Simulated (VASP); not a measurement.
BiB, 2 atoms in the cell. The structure is cubic, space group F-43m (No. 216). The conventional cell has a = 5.490 Å, b = 5.490 Å, c = 5.490 Å, α = 90.00°, β = 90.00°, γ = 90.00°. Within 3.1 Å of B (site symmetry -43m) lie 4 Bi at 2.38 Å. Within 3.1 Å of Bi (site symmetry -43m) lie 4 B at 2.38 Å. 

- Program: VASP 6.6.1
- Task: single point
- Functional: PBEsol
- Potentials or basis: VASP PAW PBE potentials, release 64 (B, Bi_d)
- Cutoff: 520 eV
- k mesh: 6 × 6 × 6
- Occupations: methfessel-paxton, width 0.0448 eV
- Spin: no spin polarisation
- Dipole correction: no
- Further INCAR settings: ALGO = Normal; EDIFF = 1e-07; NBANDS = 16

Potentials or basis: VASP PAW PBE potentials, release 64 (B, Bi_d).

Launch:

```bash
$ cat potpaw_PBE.64/B/POTCAR potpaw_PBE.64/Bi_d/POTCAR > POTCAR
$ mpirun -np 1 vasp_std > vasp.out
```

Hardware: 1 thread of Intel Xeon 8259CL, on a shared host.

**Question.** Estimate the wall time of this run.

**Answer.** Run time: 19 s on 1 thread of Intel Xeon 8259CL, on a shared host, peak memory 0.17 GiB. Counts: scf iterations 14, k points 16.
